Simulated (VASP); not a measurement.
Input of a VASP 6.6.1 run:

The input INCAR:

```
SYSTEM = TaN
PREC     = Accurate       ! precision mode
ENCUT    = 520            ! plane-wave cutoff, eV
EDIFF    = 1E-7           ! SCF threshold, eV
ISMEAR   = 1              ! smearing method
SIGMA    = 0.1            ! smearing width, eV
LREAL    = .FALSE.        ! projectors in reciprocal space
LASPH    = .TRUE.         ! aspherical terms in the spheres
NELM     = 100            ! most SCF steps
ALGO     = Normal         ! electronic algorithm
ISIF     = 2              ! what is computed and relaxed
LWAVE    = .FALSE.        ! write WAVECAR
LCHARG   = .FALSE.        ! write CHGCAR
GGA      = PE             ! functional
NBANDS   = 42             ! bands
```

Contents of KPOINTS:

```
regular mesh
0
G
  6 6 6
  0 0 0
```

The input POSCAR:

```
TaN
1.0
    4.4183183019      0.0000000000      0.0000000000
    0.0000000000      4.4183183019      0.0000000000
    0.0000000000      0.0000000000      4.4183183019
Ta N
4 4
Direct
    0.0000000000      0.0000000000      0.0000000000
    0.0000000000      0.5000000000      0.5000000000
    0.5000000000      0.0000000000      0.5000000000
    0.5000000000      0.5000000000      0.0000000000
    0.5000000000      0.5000000000      0.5000000000
    0.0000000000      0.0000000000      0.5000000000
    0.0000000000      0.5000000000      0.0000000000
    0.5000000000      0.0000000000      0.0000000000
```

Potentials or basis: VASP PAW PBE potentials, release 64 (Ta_pv, N).

Launch:

```bash
$ cat potpaw_PBE.64/Ta_pv/POTCAR potpaw_PBE.64/N/POTCAR > POTCAR
$ mpirun -np 1 vasp_std > vasp.out
```

Question: Estimate the band gap on the k mesh.

Answer: Zero (bands 32 and 33 overlap by 3.93 eV).

Question: Estimate the pressure.

Answer: 0.8 GPa.

Caveat: spin-orbit coupling is left out, which moves the levels of the heavy elements.
